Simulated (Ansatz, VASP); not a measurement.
## WS2: VASP beside Ansatz

```
CELL_PARAMETERS angstrom
3.28613 0.00000 0.00000
-1.64306 2.84587 0.00000
0.00000 0.00000 32.29053
ATOMIC_POSITIONS crystal
S 0.33333 0.66667 0.45252
S 0.33333 0.66667 0.54748
W 0.66667 0.33333 0.50000
```

Change from the starting cell: biaxial strain +0.040, atoms relaxed.

Alike in both runs: functional PBE; dispersion D3(BJ); k mesh 12 × 12 × 1; occupations gaussian, width 0.02 eV; no spin polarisation.

Ansatz relaxed the structure, and its values are those at the end. VASP's run is a single point on that final structure, the one shown.

|  | VASP | Ansatz |
| --- | --- | --- |
| version | VASP 6.6.1 | Ansatz 0.2.0 |
| potentials or method | VASP PAW PBE potentials, release 64 (S, W_sv), cutoff 520 eV | scalar-relativistic, plane waves, PAW |
| valence electrons in the cell | 26 | 26 |

|  | VASP | Ansatz | Ansatz less VASP |
| --- | --- | --- | --- |
| gap on the k mesh at the Fermi level (eV) | 1.08 | 1.07 | -0.013 |
| least direct gap on the mesh (eV) | 1.44 | 1.44 | -0.002 |

Ansatz's warnings: stress scf threshold loose, structure snapped to symmetry.

Spin-orbit coupling is off throughout.
